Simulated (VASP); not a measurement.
# Si (I4/mmm) in VASP: notebook

The runs below take Si through single point, relaxation of shape and atoms at fixed volume, with LDA.

All numbers are computed with VASP 6.6.1; they aren't measurements. Logs are shortened: lines on timing, memory, paths and dates and some standing lists are left out, and cuts for length are marked.

**1. The cell of the first run**

It takes space group I4/mmm (No. 139, tetragonal). The conventional cell has a = 6.603 Å, b = 6.603 Å, c = 3.817 Å, α = 90.00°, β = 90.00°, γ = 90.00°. Within 3.1 Å of Si (site symmetry m2m) lie 4 Si at 2.33 to 2.36 Å.

**2. Single point, LDA**

Contents of INCAR:

```
ALGO     = Normal         # electronic algorithm
EDIFF    = 1E-7           # SCF threshold, eV
ENCUT    = 520            # plane-wave cutoff, eV
ISIF     = 2              # what is computed and relaxed
ISMEAR   = 0              # smearing method
LASPH    = T              # aspherical terms in the spheres
LCHARG   = F              # write CHGCAR
LREAL    = F              # projectors in reciprocal space
LWAVE    = F              # write WAVECAR
NBANDS   = 16             # bands
NELM     = 60             # most SCF steps
PREC     = Accurate       # precision mode
SIGMA    = 0.01           # smearing width, eV
```

Contents of KPOINTS:

```
k-points
0
Gamma
  10 10 10
```

Contents of POSCAR:

```
Si
1.0
   -3.3012718576      3.3012718576      1.9083649477
    3.3012718576     -3.3012718576      1.9083649477
    3.3012718576      3.3012718576     -1.9083649477
Si
4
Direct
    0.1788433299      0.1788433299      0.3576866598
    0.8211566701      0.8211566701      0.6423133402
    0.1788433299      0.8211566701      0.0000000000
    0.8211566701      0.1788433299      0.0000000000
```

Potentials or basis: VASP PAW LDA potentials, release 64 (Si).

Command:

```bash
$ cat potpaw_LDA.64/Si/POTCAR > POTCAR
$ mpirun -np 1 vasp_std > vasp.out
```

OUTCAR:

```text
EDIFF = 1E-7
   ENCUT = 520
   ISIF = 2
   ISMEAR = 0
   LASPH = T
   LREAL = F
   NELM = 60
   PREC = Accurate

 ion  position               nearest neighbor table
   1  0.179  0.179  0.358-   2 2.33   2 2.33   3 2.36   4 2.36
   2  0.821  0.821  0.642-   1 2.33   1 2.33   4 2.36   3 2.36
   3  0.179  0.821  0.000-   4 2.33   4 2.33   2 2.36   1 2.36
   4  0.821  0.179  0.000-   3 2.33   3 2.33   2 2.36   1 2.36

  LATTYP: Found a body centered tetragonal cell.
 ALAT       =     6.6025437152
 C/A-ratio  =     0.5780696138

  Lattice vectors:

 A1 = (  -3.3012718576,   3.3012718576,   1.9083649477)
 A2 = (   3.3012718576,  -3.3012718576,   1.9083649477)
 A3 = (   3.3012718576,   3.3012718576,  -1.9083649477)

Analysis of symmetry for initial positions (statically):
=====================================================================
 Subroutine PRICEL returns:
 Original cell was already a primitive cell.

 Routine SETGRP: Setting up the symmetry group for a
 body centered tetragonal supercell.

 Subroutine GETGRP returns: Found 16 space group operations
 (whereof 16 operations were pure point group operations)
 out of a pool of 16 trial point group operations.

The static configuration has the point symmetry D_4h.

Analysis of symmetry for dynamics (positions and initial velocities):
=====================================================================
 Subroutine PRICEL returns:
 Original cell was already a primitive cell.

 Routine SETGRP: Setting up the symmetry group for a
 body centered tetragonal supercell.

 Subroutine GETGRP returns: Found 16 space group operations
 (whereof 16 operations were pure point group operations)
 out of a pool of 16 trial point group operations.

The dynamic configuration has the point symmetry D_4h.

 Subroutine INISYM returns: Found 16 space group operations
 (whereof 16 operations are pure point group operations),
 and found     1 'primitive' translations

----------------------------------------------------------------------------------------

                                     Primitive cell

  volume of cell :      83.1925

  direct lattice vectors                    reciprocal lattice vectors
    -3.301271858  3.301271858  1.908364948     0.000000000  0.151456778  0.262004393
     3.301271858 -3.301271858  1.908364948     0.151456778  0.000000000  0.262004393
     3.301271858  3.301271858 -1.908364948     0.151456778  0.151456778  0.000000000

  length of vectors
     5.043674110  5.043674110  5.043674110     0.302630894  0.302630894  0.214192230

  position of ions in fractional coordinates (direct lattice)
     0.178843330  0.178843330  0.357686660
     0.821156670  0.821156670  0.642313340
     0.178843330  0.821156670  0.000000000
     0.821156670  0.178843330  0.000000000

  ion indices of the primitive-cell ions
   primitive index   ion index
                 1           1
                 2           2
                 3           3
                 4           4

----------------------------------------------------------------------------------------

 KPOINTS: k-points

Automatic generation of k-mesh.
 Grid dimensions read from file:
 generate k-points for:   10   10   10

 Generating k-lattice:

  Cartesian coordinates                     Fractional coordinates (reciprocal lattice)
     0.000000000  0.015145678  0.026200439     0.100000000 -0.000000000  0.000000000
     0.015145678  0.000000000  0.026200439    -0.000000000  0.100000000  0.000000000
     0.015145678  0.015145678  0.000000000     0.000000000  0.000000000  0.100000000

  Length of vectors
     0.030263089  0.030263089  0.021419223

  Shift w.r.t. Gamma in fractional coordinates (k-lattice)
     0.000000000  0.000000000  0.000000000

 Subroutine IBZKPT returns following result:
 ===========================================

 Found    102 irreducible k-points:

 Following reciprocal coordinates:
            Coordinates               Weight
  0.000000  0.000000  0.000000      1.000000
  0.100000  0.000000  0.000000      8.000000
  0.200000  0.000000  0.000000      8.000000
  0.300000  0.000000  0.000000      8.000000
  0.400000  0.000000  0.000000      8.000000
  0.500000  0.000000  0.000000      4.000000
[... 16 lines left out ...]
  0.300000  0.300000  0.000000      8.000000
  0.400000  0.300000  0.000000     16.000000
 [... further k-points ...]
   k-points           NKPTS =    102   k-points in BZ     NKDIM =    102   number of bands    NBANDS=     16
   number of dos      NEDOS =    301   number of ions     NIONS =      4
   total plane-waves  NPLWV =  64000
   dimension x,y,z NGX =    40 NGY =   40 NGZ =   40
   dimension x,y,z NGXF=    80 NGYF=   80 NGZF=   80
   ions per type =               4
   NGX,Y,Z   is equivalent  to a cutoff of  13.18, 13.18, 13.18 a.u.
   NGXF,Y,Z  is equivalent  to a cutoff of  26.37, 26.37, 26.37 a.u.
 SYSTEM =  unknown system
   PREC   = accura    normal or accurate (medium, high low for compatibility)
   ISTART =      0    job   : 0-new  1-cont  2-samecut
   ICHARG =      2    charge: 1-file 2-atom 10-const
   ISPIN  =      1    spin polarized calculation?
   LNONCOLLINEAR =      F non collinear calculations
   LSORBIT =      F    spin-orbit coupling
   LASPH  =      T    aspherical Exc in radial PAW
   ENCUT  =  520.0 eV  38.22 Ry    6.18 a.u.   9.38  9.38  9.38*2*pi/ulx,y,z
   NELM   =     60;   NELMIN=  2; NELMDL= -5     # of ELM steps
   EDIFF  = 0.1E-06   stopping-criterion for ELM
   LREAL  =      F    real-space projection
   EDIFFG = 0.1E-05   stopping-criterion for IOM
   NSW    =      0    number of steps for IOM
   IBRION =     -1    ionic relax: 0-MD 1-quasi-New 2-CG
   NFREE  =      0    steps in history (QN), initial steepest desc. (CG)
   ISIF   =      2    stress and relaxation
   ISYM   =      2    0-nonsym 1-usesym 2-fastsym
   POTIM  = 0.5000    time-step for ionic-motion
   TEBEG  =    0.0;   TEEND  =   0.0 temperature during run
   PSTRESS=    0.0 pullay stress
   NELECT =      16.0000    total number of electrons
   NUPDOWN=      -1.0000    fix difference up-down
   EMIN   =  10.00;   EMAX   =-10.00  energy-range for DOS
   EFERMI =   0.00;   METHOD = LEGACY
   ISMEAR =     0;   SIGMA  =   0.01  broadening in eV -4-tet -1-fermi 0-gaus
   EFERMI_NEDOS =   21; number of points for ismear=-14 and -15
   IALGO  =     38    algorithm
   IMIX   =      4    mixing-type and parameters
     AMIX     =   0.40;   BMIX     =  1.00
     AMIX_MAG =   1.60;   BMIX_MAG =  1.00
  volume/ion in A,a.u.               =      20.80       140.35
  Fermi-wavevector in a.u.,A,eV,Ry     =   0.944975  1.785743 12.149691  0.892977
  Thomas-Fermi vector in A             =   2.072831
   LORBIT       =      0    0 simple, 1 ext, 2 COOP (PROOUT), +10 PAW based schemes
   GGA     = CA    functional components
   LHFCALC =     F    Hartree Fock is set to
   AEXX    =    0.0000 exact exchange contribution
   IVDW    =     0    specifies the selected vdW correction
   LEPSILON=     F    determine dielectric tensor
   LRPA    =     F    only Hartree local field effects (RPA)
 non-spin polarized calculation
 Gauss-broadening in eV      SIGMA  =   0.01
  energy-cutoff  :      520.00
  volume of cell :       83.19
 maximum number of plane-waves:      2261
 NGX is ok and might be reduce to    40
   NGX = 19   NGY = 19   NGZ = 19

 number of electron      16.0000000 magnetization

 Free energy of the ion-electron system (eV)
  ---------------------------------------------------
  ext. energy  EPLUGINS =         0.00000000
  ---------------------------------------------------
  free energy    TOTEN  =       -23.38201504 eV

  energy without entropy =      -23.38201504  energy(sigma->0) =      -23.38201504

 E-fermi :   5.6864     XC(G=0):  -9.3870

 val. band max:        5.6036552041   @ k =   0.5000   0.5000   0.5000
 cond. band min:       5.8010900796   @ k =  -0.1000  -0.2000   0.1000
 fundamental gap:      0.1974348754
 Fermi energy:         5.6863907290

 k-point     1 :       0.0000    0.0000    0.0000
  band No.  band energies     occupation
      1      -6.5926      2.00000
      2      -2.2739      2.00000
      3      -0.0308      2.00000
      4      -0.0308      2.00000
      5       1.7467      2.00000
      6       4.0874      2.00000
[... 8 lines left out ...]
     15      10.9978      0.00000
     16      12.2993      0.00000

 k-point     2 :       0.1000    0.0000    0.0000
  band No.  band energies     occupation
      1      -6.4798      2.00000
      2      -2.3013      2.00000
      3      -0.1756      2.00000
      4       0.1382      2.00000
      5       1.8502      2.00000
      6       3.4491      2.00000
[... 8 lines left out ...]
     15      10.5048      0.00000
     16      12.8858      0.00000

 k-point     3 :       0.2000    0.0000    0.0000
  band No.  band energies     occupation
      1      -6.1471      2.00000
      2      -2.3195      2.00000
      3      -0.5893      2.00000
      4       0.4199      2.00000
      5       2.0057      2.00000
      6       2.3672      2.00000
[... 8 lines left out ...]
     15      10.8122      0.00000
     16      12.4973      0.00000

 k-point     4 :       0.3000    0.0000    0.0000
  band No.  band energies     occupation
      1      -5.6177      2.00000
      2      -2.2414      2.00000
      3      -1.3062      2.00000
      4       0.2294      2.00000
      5       1.5492      2.00000
      6       2.0959      2.00000
[... 8 lines left out ...]
     15      11.8642      0.00000
     16      12.2578      0.00000
[... 324 lines left out ...]
 k-point    22 :      -0.2000    0.2000    0.0000
  band No.  band energies     occupation
      1      -6.3705      2.00000
      2      -3.0775      2.00000
      3       0.0285      2.00000
      4       0.1420      2.00000
      5       2.7177      2.00000
      6       3.8665      2.00000
[... 8 lines left out ...]
     15      11.4547      0.00000
     16      13.1378      0.00000

 k-point    23 :       0.3000    0.3000    0.0000
  band No.  band energies     occupation
      1      -4.4783      2.00000
      2      -3.0926      2.00000
      3      -2.2665      2.00000
      4      -0.1402      2.00000
      5       1.0425      2.00000
      6       2.6819      2.00000
[... 8 lines left out ...]
     15      12.0244      0.00000
     16      13.4298      0.00000

 k-point    24 :       0.4000    0.3000    0.0000
  band No.  band energies     occupation
      1      -4.8774      2.00000
      2      -3.6809      2.00000
      3      -1.5760      2.00000
      4       0.5038      2.00000
      5       1.2929      2.00000
      6       2.5403      2.00000
[... 8 lines left out ...]
     15      11.7028      0.00000
     16      12.4349      0.00000

 [... further k-points ...]

------------------------ aborting loop because EDIFF is reached ----------------------------------------

  FORCE on cell =-STRESS in cart. coord.  units (eV):
  Direction    XX          YY          ZZ          XY          YZ          ZX
  --------------------------------------------------------------------------------------
  -------------------------------------------------------------------------------------
  Total        0.0459200      0.0459200     -0.0030590      0.0000000      0.0000000      0.0000000
  in kB        0.8843595      0.8843595     -0.0589122      0.0000000      0.0000000      0.0000000
  external PRESSURE =       0.5699356 kB  Pullay stress =       0.0000000 kB

 VOLUME and BASIS-vectors are now :
 -----------------------------------------------------------------------------
  energy-cutoff  :      520.00
  volume of cell :       83.19
      direct lattice vectors                 reciprocal lattice vectors
    -3.301271858  3.301271858  1.908364948     0.000000000  0.151456778  0.262004393
     3.301271858 -3.301271858  1.908364948     0.151456778  0.000000000  0.262004393
     3.301271858  3.301271858 -1.908364948     0.151456778  0.151456778  0.000000000

 POSITION                                       TOTAL-FORCE (eV/Angst)
 -----------------------------------------------------------------------------------
      1.18082      1.18082     -0.00000        -0.001409     -0.001409      0.000000
      2.12045      2.12045      1.90836         0.001409      0.001409      0.000000
      2.12045     -2.12045      1.90836         0.001409     -0.001409     -0.000000
     -2.12045      2.12045      1.90836        -0.001409      0.001409     -0.000000
 -----------------------------------------------------------------------------------
    total drift:                               -0.000000     -0.000000     -0.000000

  FREE ENERGIE OF THE ION-ELECTRON SYSTEM (eV)
  ---------------------------------------------------
  free  energy   TOTEN  =       -23.3820150393 eV

  energy  without entropy=      -23.3820150393  energy(sigma->0) =      -23.38201504
```

It took 62 s on 1 thread of Intel Xeon 6975P-C (Granite Rapids), shared host; peak memory 0.23 GiB.

What came out:

- Free energy: -23.3820 eV
- Pressure: 0.1 GPa
- Band gap on the k mesh: 0.20 eV (least direct gap 0.26 eV)

**3. Single point, LDA (21.42 Å³/atom)**

This run uses another cell than the first one, of 21.42 Å³/atom.

Contents of INCAR:

```
  PREC = Accurate
  ENCUT = 520
  EDIFF = 1E-7
  ISMEAR = 0
  SIGMA = 0.01
  LREAL = False
  LASPH = True
  NELM = 60
  ALGO = Normal
  ISIF = 2
  LWAVE = False
  LCHARG = False
  GGA = CA
  NBANDS = 16
```

Contents of KPOINTS:

```
regular mesh
0
Gamma
  10 10 10
```

Contents of POSCAR:

```
Si
1.0
   -3.3374013478      3.3374013478      1.9232881732
    3.3374013478     -3.3374013478      1.9232881732
    3.3374013478      3.3374013478     -1.9232881732
Si
4
Direct
    0.1785551281      0.1785551281      0.3571102561
    0.8214448719      0.8214448719      0.6428897439
    0.1785551281      0.8214448719      0.0000000000
    0.8214448719      0.1785551281      0.0000000000
```

Potentials or basis: VASP PAW LDA potentials, release 64 (Si).

Command:

```bash
$ cat potpaw_LDA.64/Si/POTCAR > POTCAR
$ mpirun -np 1 vasp_std > vasp.out
```

It took 62 s on 1 thread of Intel Xeon 6975P-C (Granite Rapids), shared host; peak memory 0.24 GiB.

Results (log left out):

```yaml
Free_energy: -23.3636 eV
Pressure: -2.4 GPa
Band_gap_on_the_k_mesh: 0.29 eV (least direct gap 0.35 eV)
```

Levels at points of the mesh, in eV from the valence-band top:
```tsv
k point	band 5	band 6	band 7	band 8	band 9	band 10	band 11	band 12
(0.00, 0.00, 0.00)	-3.74	-1.43	-1.43	-0.54	1.42	1.51	1.51	2.30
(0.50, 0.00, 0.00)	-4.31	-3.48	-2.34	-1.40	0.78	2.29	2.94	3.45
(0.50, 0.50, 0.00)	-2.81	-1.94	-1.88	-1.56	1.57	1.86	1.89	3.90
(0.50, 0.50, 0.50)	-2.87	-0.18	0.00	0.00	0.35	3.00	3.43	4.00
```

**4. Single point, LDA (22.05 Å³/atom)**

This run uses another cell than the first one, of 22.05 Å³/atom.

Contents of INCAR:

```
ALGO = Normal
EDIFF = 1E-7
ENCUT = 520
ISIF = 2
ISMEAR = 0
LASPH = True
LCHARG = False
LREAL = False
LWAVE = False
NBANDS = 16
NELM = 80
PREC = Accurate
SIGMA = 0.01
```

Contents of KPOINTS:

```
k-points
0
Gamma
  10 10 10
```

Contents of POSCAR:

```
Si
1.0
   -3.3716811870      3.3716811870      1.9392637087
    3.3716811870     -3.3716811870      1.9392637087
    3.3716811870      3.3716811870     -1.9392637087
Si
4
Direct
    0.1783301936      0.1783301936      0.3566603872
    0.8216698064      0.8216698064      0.6433396128
    0.1783301936      0.8216698064      0.0000000000
    0.8216698064      0.1783301936      0.0000000000
```

Command:

```bash
$ cat potpaw_LDA.64/Si/POTCAR > POTCAR
$ mpirun -np 1 vasp_std > vasp.out
```

Wall time 59 s (1 thread of Intel Xeon 6975P-C (Granite Rapids), shared host); peak memory 0.24 GiB.

The run converged. Its results:

| Property | Result |
| --- | --- |
| Free energy | -23.3098 eV |
| Pressure | -4.5 GPa |
| Band gap on the k mesh | 0.34 eV (least direct gap 0.41 eV) |

Levels at points of the mesh, in eV from the valence-band top:
| k point | band 6 | band 7 | band 8 | band 9 | band 10 | band 11 |
| --- | --- | --- | --- | --- | --- | --- |
| (0.00, 0.00, 0.00) | -1.36 | -1.36 | -0.51 | 1.46 | 1.46 | 1.47 |
| (0.50, 0.00, 0.00) | -3.37 | -2.26 | -1.36 | 0.84 | 2.26 | 2.95 |
| (0.50, 0.50, 0.00) | -1.85 | -1.81 | -1.48 | 1.58 | 1.86 | 1.93 |
| (0.50, 0.50, 0.50) | -0.14 | 0.00 | 0.00 | 0.41 | 2.68 | 3.40 |

Caveat: the cell stands under tension.

(Continued in part 2 of 2.)

The gap in the log of VASP goes by the Fermi energy; the results here count the filled bands.